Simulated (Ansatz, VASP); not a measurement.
# PbSe: VASP beside Ansatz

The input INCAR:

```
SYSTEM = PbSe
ALGO = Normal
EDIFF = 1E-8
ENCUT = 400
GGA = PE
GGA_COMPAT = .False.
ISIF = 2
ISMEAR = -1
LASPH = .True.
LCHARG = .False.
LEFG = .True.
LREAL = .False.
LWAVE = .False.
NBANDS = 17
NELM = 120
PREC = Accurate
SIGMA = 0.02
```

File KPOINTS:

```
k-points
0
Gamma
  7 7 7
  0 0 0
```

File POSCAR:

```
PbSe
1.0
    0.0000000000      3.0621500000      3.0621500000
    3.0621500000      0.0000000000      3.0621500000
    3.0621500000      3.0621500000      0.0000000000
Pb Se
1 1
Direct
   -0.0326567934      0.0326567934      0.0326567934
    0.5000000000      0.5000000000      0.5000000000
```

Input for Ansatz:

```yaml
crystal:
  lattice:
    - [0.0, 3.06215, 3.06215]
    - [3.06215, 0.0, 3.06215]
    - [3.06215, 3.06215, 0.0]
  atoms:
    - { symbol: Pb, position: [-0.0326567934, 0.0326567934, 0.0326567934] }
    - { symbol: Se, position: [0.5, 0.5, 0.5] }
kpoints:
  mp_grid: { grid: [7, 7, 7] }
scf:
  occupations: { method: fermi_dirac, width: 0.02 }
hamiltonian:
  xc: pbe
  pseudopotentials: { kind: paw }
output:
  forces: true
  stress: true
  eigenvalues: true
  efg: { contact_densities: true }
```

Alike in both runs: task electric field gradients; functional PBE; k mesh 7 × 7 × 7; occupations fermi-dirac, width 0.02 eV; no spin polarisation.

|  | VASP | Ansatz |
| --- | --- | --- |
| version | VASP 6.6.1 | Ansatz 0.2.0 |
| potentials or method | VASP PAW PBE potentials, release 64 (Pb_d, Se) | PAW with Ansatz's default frozen-core files, scalar-relativistic |
| plane-wave cutoff (eV) | 400 | 420 |
| valence electrons in the cell | 20 | 30 |

VASP gave:

- gap on the k mesh at the Fermi level (eV): 1.05
- pressure (GPa): 2.9
- traceless stress, the component that is largest in VASP (GPa): 1.16
- rms of the force components (eV/Å): 0.137
- size of Vzz on the site where it differs most (V/Å²): 76.4

Problem. What did Ansatz give for the same quantities?

Solution. gap on the k mesh at the Fermi level (eV): 1.04; pressure (GPa): 2.9; traceless stress, the component that is largest in VASP (GPa): 1.15; rms of the force components (eV/Å): 0.135; size of Vzz on the site where it differs most (V/Å²): 78.8.

Atom by atom the forces differ by 0.002 eV/Å (rms over components). VASP's potentials hold 20 valence electrons a cell and Ansatz's 30, so a difference there can come from the potentials and not from the codes.

Spin-orbit coupling is off throughout.
